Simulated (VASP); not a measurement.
# Cs3Pr (P4/mmm) in VASP: single point with PBE

Aim: the single point of Cs3Pr with PBE.

Program: VASP 6.6.1. These are calculated values, not measurements. Logs are shortened: lines on timing, memory, paths and dates and some standing lists are left out, and cuts for length are marked.

### Step 1. The cell of the first run

Symmetry: P4/mmm, No. 123, tetragonal system. The conventional cell has a = 8.428 Å, b = 8.428 Å, c = 4.032 Å, α = 90.00°, β = 90.00°, γ = 90.00°. Within 5.3 Å of Cs (site symmetry mmm) lie 6 Cs at 4.03 to 4.67 Å and 2 Pr at 4.21 Å. Cs (site symmetry 4/mmm) has 10 Cs at 4.03 to 4.67 Å within 5.3 Å. Within 5.3 Å of Pr (site symmetry 4/mmm) lie 2 Pr at 4.03 Å and 4 Cs at 4.21 Å.

The cell was built from a structure type or drawn by symmetry, and may not be a known phase.

### Step 2. Single point, PBE

File INCAR:

```
SYSTEM = Cs3Pr
  PREC = Accurate
  ENCUT = 500
  EDIFF = 1E-6
  ISMEAR = 0
  SIGMA = 0.2
  LREAL = .FALSE.
  LASPH = .TRUE.
  NELM = 200
  ALGO = Normal
  ISIF = 2
  LWAVE = .FALSE.
  LCHARG = .TRUE.
  GGA = PE
  LELF = .TRUE.
  LVHAR = .TRUE.
  NBANDS = 27
  GGA_COMPAT = .FALSE.
  LMAXMIX = 6
```

File KPOINTS:

```
Automatic mesh
0
G
  3 3 4
  0 0 0
```

File POSCAR:

```
Cs3Pr
1.0
    8.4278609200      0.0000000000      0.0000000000
    0.0000000000      8.4278609200      0.0000000000
    0.0000000000      0.0000000000      4.0319777887
Cs Pr
3 1
Direct
    0.5000000000      0.0000000000      0.5000000000
    0.0000000000      0.5000000000      0.5000000000
    0.0000000000      0.0000000000      0.0000000000
    0.5000000000      0.5000000000      0.5000000000
```

Potentials or basis: VASP PAW PBE potentials, release 64 (Cs_sv, Pr_3), 4f in core.

The run is started by

```console
cat potpaw_PBE.64/Cs_sv/POTCAR potpaw_PBE.64/Pr_3/POTCAR > POTCAR
mpirun -np 1 vasp_std > vasp.out
```

OUTCAR:

```text
SYSTEM = Cs3Pr
   PREC = Accurate
   ENCUT = 500
   EDIFF = 1E-6
   ISMEAR = 0
   LREAL = .FALSE.
   LASPH = .TRUE.
   NELM = 200
   ISIF = 2
   GGA = PE

 ion  position               nearest neighbor table
   1  0.500  0.000  0.500-
   2  0.000  0.500  0.500-
   3  0.000  0.000  0.000-
   4  0.500  0.500  0.500-

  LATTYP: Found a simple tetragonal cell.
 ALAT       =     8.4278609200
 C/A-ratio  =     0.4784105750

  Lattice vectors:

 A1 = (   8.4278609200,   0.0000000000,   0.0000000000)
 A2 = (   0.0000000000,   8.4278609200,   0.0000000000)
 A3 = (   0.0000000000,   0.0000000000,   4.0319777887)

Analysis of symmetry for initial positions (statically):
=====================================================================
 Subroutine PRICEL returns:
 Original cell was already a primitive cell.

 Routine SETGRP: Setting up the symmetry group for a
 simple tetragonal supercell.

 Subroutine GETGRP returns: Found 16 space group operations
 (whereof 16 operations were pure point group operations)
 out of a pool of 16 trial point group operations.

The static configuration has the point symmetry D_4h.

Analysis of symmetry for dynamics (positions and initial velocities):
=====================================================================
 Subroutine PRICEL returns:
 Original cell was already a primitive cell.

 Routine SETGRP: Setting up the symmetry group for a
 simple tetragonal supercell.

 Subroutine GETGRP returns: Found 16 space group operations
 (whereof 16 operations were pure point group operations)
 out of a pool of 16 trial point group operations.

The dynamic configuration has the point symmetry D_4h.

 Subroutine INISYM returns: Found 16 space group operations
 (whereof 16 operations are pure point group operations),
 and found     1 'primitive' translations

----------------------------------------------------------------------------------------

                                     Primitive cell

  volume of cell :     286.3867

  direct lattice vectors                    reciprocal lattice vectors
[... 67 lines left out ...]
   ISTART =      0    job   : 0-new  1-cont  2-samecut
   ICHARG =      2    charge: 1-file 2-atom 10-const
   ISPIN  =      1    spin polarized calculation?
   LNONCOLLINEAR =      F non collinear calculations
   LSORBIT =      F    spin-orbit coupling
   LASPH  =      T    aspherical Exc in radial PAW
   ENCUT  =  500.0 eV  36.75 Ry    6.06 a.u.  15.37 15.37  7.35*2*pi/ulx,y,z
   NELM   =    200;   NELMIN=  2; NELMDL= -5     # of ELM steps
   EDIFF  = 0.1E-05   stopping-criterion for ELM
   LREAL  =      F    real-space projection
   EDIFFG = 0.1E-04   stopping-criterion for IOM
   NSW    =      0    number of steps for IOM
   IBRION =     -1    ionic relax: 0-MD 1-quasi-New 2-CG
   NFREE  =      0    steps in history (QN), initial steepest desc. (CG)
   ISIF   =      2    stress and relaxation
   ISYM   =      2    0-nonsym 1-usesym 2-fastsym
   POTIM  = 0.5000    time-step for ionic-motion
   TEBEG  =    0.0;   TEEND  =   0.0 temperature during run
   PSTRESS=    0.0 pullay stress
   NELECT =      38.0000    total number of electrons
   NUPDOWN=      -1.0000    fix difference up-down
   EMIN   =  10.00;   EMAX   =-10.00  energy-range for DOS
   EFERMI =   0.00;   METHOD = LEGACY
   ISMEAR =     0;   SIGMA  =   0.20  broadening in eV -4-tet -1-fermi 0-gaus
   EFERMI_NEDOS =   21; number of points for ismear=-14 and -15
   IALGO  =     38    algorithm
   IMIX   =      4    mixing-type and parameters
     AMIX     =   0.40;   BMIX     =  1.00
     AMIX_MAG =   1.60;   BMIX_MAG =  1.00
  volume/ion in A,a.u.               =      71.60       483.16
  Fermi-wavevector in a.u.,A,eV,Ry     =   0.834997  1.577916  9.486261  0.697221
  Thomas-Fermi vector in A             =   1.948482
   LORBIT       =      0    0 simple, 1 ext, 2 COOP (PROOUT), +10 PAW based schemes
   GGA     = PE    functional components
   LHFCALC =     F    Hartree Fock is set to
   AEXX    =    0.0000 exact exchange contribution
   IVDW    =     0    specifies the selected vdW correction
   LEPSILON=     F    determine dielectric tensor
   LRPA    =     F    only Hartree local field effects (RPA)
 non-spin polarized calculation
 Gauss-broadening in eV      SIGMA  =   0.20
  energy-cutoff  :      500.00
  volume of cell :      286.39
 maximum number of plane-waves:      7318
 NGX is ok and might be reduce to    64
   NGX = 31   NGY = 31   NGZ = 15

 number of electron      37.9999995 magnetization

 Free energy of the ion-electron system (eV)
  ---------------------------------------------------
  ext. energy  EPLUGINS =         0.00000000
  ---------------------------------------------------
  free energy    TOTEN  =        -4.86930202 eV

  energy without entropy =       -4.72284205  energy(sigma->0) =       -4.79607204

 E-fermi :   1.4892     XC(G=0):  -6.8315

 val. band max:        1.4517378522   @ k =   0.0000   0.0000   0.2500
 cond. band min:       1.5212733531   @ k =   0.3333   0.0000   0.2500
 fundamental gap:      0.0695355009
 Fermi energy:         1.4891771774

 k-point     1 :       0.0000    0.0000    0.0000
  band No.  band energies     occupation
      1     -36.2378      2.00000
      2     -22.5768      2.00000
      3     -22.0418      2.00000
      4     -22.0416      2.00000
      5     -18.1798      2.00000
      6     -18.1798      2.00000
[... 259 lines left out ...]
     26       2.7410      0.00000
     27       3.6678      0.00000

------------------------ aborting loop because EDIFF is reached ----------------------------------------

  FORCE on cell =-STRESS in cart. coord.  units (eV):
  Direction    XX          YY          ZZ          XY          YZ          ZX
  --------------------------------------------------------------------------------------
  -------------------------------------------------------------------------------------
  Total        0.1410253      0.1410253      0.1980513      0.0000000      0.0000000     -0.0000000
  in kB        0.7889597      0.7889597      1.1079887      0.0000000      0.0000000     -0.0000000
  external PRESSURE =       0.8953027 kB  Pullay stress =       0.0000000 kB

 VOLUME and BASIS-vectors are now :
 -----------------------------------------------------------------------------
  energy-cutoff  :      500.00
  volume of cell :      286.39
      direct lattice vectors                 reciprocal lattice vectors
     8.427860920  0.000000000  0.000000000     0.118654070  0.000000000  0.000000000
     0.000000000  8.427860920  0.000000000     0.000000000  0.118654070  0.000000000
     0.000000000  0.000000000  4.031977789     0.000000000  0.000000000  0.248017239

 POSITION                                       TOTAL-FORCE (eV/Angst)
 -----------------------------------------------------------------------------------
      4.21393      0.00000      2.01599         0.000000      0.000000      0.000000
      0.00000      4.21393      2.01599         0.000000      0.000000      0.000000
      0.00000      0.00000      0.00000         0.000000      0.000000      0.000000
      4.21393      4.21393      2.01599         0.000000      0.000000      0.000000
 -----------------------------------------------------------------------------------
    total drift:                                0.000000      0.000000     -0.000000

  FREE ENERGIE OF THE ION-ELECTRON SYSTEM (eV)
  ---------------------------------------------------
  free  energy   TOTEN  =        -4.8693020224 eV

  energy  without entropy=       -4.7228420547  energy(sigma->0) =       -4.79607204
```

OSZICAR:

```text
N       E                     dE             d eps       ncg     rms          rms(c)
DAV:   1     0.295674998407E+03    0.29567E+03   -0.14759E+04   486   0.111E+03
DAV:   2     0.269105168066E+02   -0.26876E+03   -0.26318E+03   695   0.221E+02
DAV:   3    -0.470709745916E+01   -0.31618E+02   -0.31352E+02   801   0.695E+01
DAV:   4    -0.560769528738E+01   -0.90060E+00   -0.89591E+00   628   0.122E+01
DAV:   5    -0.563957022818E+01   -0.31875E-01   -0.31837E-01   750   0.169E+00    0.338E+00
DAV:   6    -0.494701332307E+01    0.69256E+00   -0.73588E+00   622   0.323E+00    0.173E+00
DAV:   7    -0.488751687733E+01    0.59496E-01   -0.43559E-01   586   0.144E+00    0.109E+00
DAV:   8    -0.486945223841E+01    0.18065E-01   -0.20158E-01   595   0.161E+00    0.291E-01
DAV:   9    -0.486894816663E+01    0.50407E-03   -0.13321E-02   579   0.439E-01    0.127E-01
DAV:  10    -0.486940115285E+01   -0.45299E-03   -0.25445E-03   641   0.221E-01    0.701E-02
DAV:  11    -0.486930048025E+01    0.10067E-03   -0.10393E-03   569   0.119E-01    0.178E-02
DAV:  12    -0.486930170572E+01   -0.12255E-05   -0.44824E-05   614   0.240E-02    0.458E-03
DAV:  13    -0.486930202243E+01   -0.31671E-06   -0.34103E-06   481   0.657E-03
   1 F= -.48693020E+01 E0= -.47960720E+01  d E =-.146460E+00
```

Wall time 47 s (1 thread of Intel Xeon 6975P-C (Granite Rapids), shared host); peak memory 0.35 GiB.

What came out:

```yaml
Free_energy: -4.8693 eV
Pressure: 0.1 GPa
Band_gap_on_the_k_mesh: zero (bands 19 and 20 overlap by 0.40 eV)
```

Caveat: the k points lie up to 0.39 Å⁻¹ apart; spin-orbit coupling is left out, which moves the levels of the heavy elements; the 4f electrons are frozen in the core, so they carry no moment and show no levels. Spin polarisation is off, so any magnetic state and its effect on volume and gap are missing.
